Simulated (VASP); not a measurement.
Runs of VASP 6.6.1 on Ge. The structure is that of space group Im-3m (No. 229), or close to it. The cells are those of the table. This isn't the form of Ge at room conditions, which is diamond.

```csv
task,cell,cutoff (eV),gap on the mesh (eV),pressure (GPa)
single point,"a = 2.458 Å, angles 109.5°, 1 atom",520,none,110.1
relaxation of cell and atoms,"relaxed to 110 GPa from a = 2.458 Å, angles 109.5°, 1 atom",600,none,110.0
single point,"a = 2.452 Å, angles 109.5°, 1 atom",520,none,(a)
single point,"a = 2.925 Å, angles 109.5°, 1 atom",520,none,-0.1
relaxation of cell and atoms,"relaxed to 110 GPa from a = 2.452 Å, angles 109.5°, 1 atom",600,none,110.0
```

Alike in all rows: level PBE; potentials or basis VASP PAW PBE potentials, release 64 (Ge_d); no spin polarisation; k mesh 19 × 19 × 19; smearing fermi-dirac 0.05 eV.

Question: Estimate the missing entries.

Answer: (a) 114.0.

Caveats: the cell stands under pressure (at least some runs); the cell is relaxed towards a set pressure, so the run minimises the enthalpy, not the energy (at least some runs).

A k mesh can miss the band edges, and the runs leave out spin-orbit coupling on Ge.

A gap of «none» marks levels without a gap at the run's occupations.
